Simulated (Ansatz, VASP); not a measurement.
# AlNi3: VASP beside Ansatz

INCAR

```
SYSTEM = AlNi3
PREC = Accurate ; ENCUT = 520
EDIFF = 1E-6 ; ISMEAR = 0
SIGMA = 0.15 ; LREAL = .False.
LASPH = .True. ; NELM = 60
ALGO = Fast ; ISIF = 2
LWAVE = .False. ; LCHARG = .True.
GGA = PS ; LELF = .True.
LVHAR = .True. ; NBANDS = 24
```

KPOINTS

```
Automatic mesh
0
Gamma
  14 14 14
  0 0 0
```

File POSCAR:

```
AlNi3
1.0
    0.0000000000      2.9103441737      2.9103441737
    2.9103441737      0.0000000000      2.9103441737
    2.9103441737      2.9103441737      0.0000000000
Al Ni
1 3
Direct
    0.5000000000      0.5000000000      0.5000000000
    0.2500000000      0.2500000000      0.2500000000
    0.0000000000      0.0000000000      0.0000000000
    0.7500000000      0.7500000000      0.7500000000
```

Input for Ansatz:

```yaml
crystal:
  lattice:
    - [0.0, 2.9103441737, 2.9103441737]
    - [2.9103441737, 0.0, 2.9103441737]
    - [2.9103441737, 2.9103441737, 0.0]
  atoms:
    - { symbol: Al, position: [0.5, 0.5, 0.5] }
    - { symbol: Ni, position: [0.25, 0.25, 0.25] }
    - { symbol: Ni, position: [0.0, 0.0, 0.0] }
    - { symbol: Ni, position: [0.75, 0.75, 0.75] }
basis:
  ecutwfc: 420
kpoints:
  mp_grid: { grid: [14, 14, 14] }
hamiltonian:
  xc: pbesol
scf:
  occupations: { method: gaussian, width: 0.15 }
output:
  forces: true
  stress: true
  eigenvalues: true
```

Change from the starting cell: strain +0.040 along x and y, +0.040 along z, atoms carried along.

Alike in both runs: task single point; functional PBEsol; k mesh 14 × 14 × 14; occupations gaussian, width 0.15 eV; no spin polarisation.

|  | VASP | Ansatz |
| --- | --- | --- |
| version | VASP 6.6.1 | Ansatz 0.2.0 |
| potentials or method | VASP PAW PBE potentials, release 64 (Al, Ni), cutoff 520 eV | scalar-relativistic, plane waves, PAW |
| valence electrons in the cell | 33 | 57 |

Ansatz gave:

- gap on the k mesh at the Fermi level (eV): none
- pressure (GPa): -18.0

Q: What did VASP give for the same quantities?

A: gap on the k mesh at the Fermi level (eV): none; pressure (GPa): -17.8.

VASP's potentials were made for PBE, not for PBEsol. A gap of «none» marks a metal or a gap that the smearing closes. VASP's potentials hold 33 valence electrons a cell and Ansatz's 57, so a difference there can come from the potentials and not from the codes.
